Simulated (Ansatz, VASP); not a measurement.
One calculation of Au, two programs

```
CELL_PARAMETERS angstrom
2.88750 0.00000 0.00000
0.00000 2.88750 0.00000
0.00000 0.00000 24.16710
ATOMIC_POSITIONS crystal
Au 0.00000 0.00000 0.33103
Au 0.50000 0.50000 0.41551
Au 0.00000 0.00000 0.50000
Au 0.50000 0.50000 0.58449
Au 0.00000 0.00000 0.66897
```

Alike in both runs: task single point; functional PBEsol; k mesh 13 × 13 × 1; occupations fermi-dirac, width 0.1 eV; no spin polarisation.

```csv
,VASP,Ansatz
version,VASP 6.6.1,Ansatz 0.2.0
potentials or method,"VASP PAW PBE potentials, release 64 (Au)","PAW with Ansatz's default frozen-core files, scalar-relativistic"
plane-wave cutoff (eV),520,420
valence electrons in the cell,55,95
```

Ansatz gave:

- rms of the force components (eV/Å): 0.084

Question: Estimate VASP's values.

Answer: rms of the force components (eV/Å): 0.086.

VASP's potentials were made for PBE, not for PBEsol. Atom by atom the forces differ by 0.003 eV/Å (rms over components). VASP's potentials hold 55 valence electrons a cell and Ansatz's 95, so a difference there can come from the potentials and not from the codes.

Spin-orbit coupling is off throughout.
